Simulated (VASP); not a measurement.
Set up this calculation in VASP 6.6.1, as the native input.

```yaml
Task: single point
Functional: PBE
Potentials_or_basis: VASP PAW PBE potentials, release 64 (Cd)
Cutoff: 520 eV
k_mesh: 9 × 9 × 13
Occupations: fermi-dirac, width 0.1 eV
Spin: no spin polarisation
Dipole_correction: no
Further_INCAR_settings: ALGO = Normal; EDIFF = 1e-06; NBANDS = 25
```

The structure of Cd lies in POSCAR:

```
Cd
1.0
    5.2793915975      0.0000000000      0.0000000000
   -2.6396957988      4.5720872400      0.0000000000
    0.0000000000      0.0000000000      3.1759203483
Cd
3
Direct
    0.0000000000      0.0000000000      0.0000000000
    0.3333333333      0.6666666667      0.5000000000
    0.6666666667      0.3333333333      0.5000000000
```

This isn't the form of Cd at room conditions, which is hcp.

One way to write it, as run:

INCAR

```
SYSTEM = Cd
PREC = Accurate
ENCUT = 520
EDIFF = 1E-6
ISMEAR = -1
SIGMA = 0.1
LREAL = .FALSE.
LASPH = .TRUE.
NELM = 60
ALGO = Normal
ISIF = 2
LWAVE = .FALSE.
LCHARG = .TRUE.
GGA = PE
LELF = .TRUE.
LVHAR = .TRUE.
NBANDS = 25
```

KPOINTS

```
regular mesh
0
G
  9 9 13
  0 0 0
```

Potentials or basis: VASP PAW PBE potentials, release 64 (Cd).

The run is started by

```console
$ cat potpaw_PBE.64/Cd/POTCAR > POTCAR
$ mpirun -np 1 vasp_std > vasp.out
```

Results of the run:

```yaml
Pressure: -2.0 GPa
Band_gap_on_the_k_mesh: zero (bands 18 and 19 overlap by 4.28 eV)
```

Run time: 54 s on 1 thread of Intel(R) Xeon(R) 6975P-C (Granite Rapids), with other jobs on the host, peak memory 0.26 GiB.
